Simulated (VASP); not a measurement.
Crystal: Cd.

```
CELL_PARAMETERS angstrom
2.88186 0.00000 0.00000
-1.44093 2.49577 0.00000
0.00000 0.00000 5.63837
ATOMIC_POSITIONS crystal
Cd 0.33333 0.66667 0.25000
Cd 0.66667 0.33333 0.75000
```

Base run:

```yaml
Program: VASP 6.6.1
Functional: LDA
Potentials_or_basis: VASP PAW LDA potentials, release 64 (Cd_sv_GW)
Cutoff: 630 eV
k_mesh: 13 × 13 × 6
Occupations: gaussian, width 1 eV
Spin: no spin polarisation
```

Its results: band gap on the k mesh zero (bands 20 and 21 overlap by 4.68 eV); pressure 0.7 GPa.

Question: The run is repeated on the same cell with these changes: occupations from gaussian, width 1 eV to gaussian, width 0.6 eV. What comes out?

Answer: Band gap on the k mesh zero (bands 20 and 21 overlap by 4.68 eV); pressure 0.2 GPa.

Caveats: so wide a smearing shifts energies and pressures.
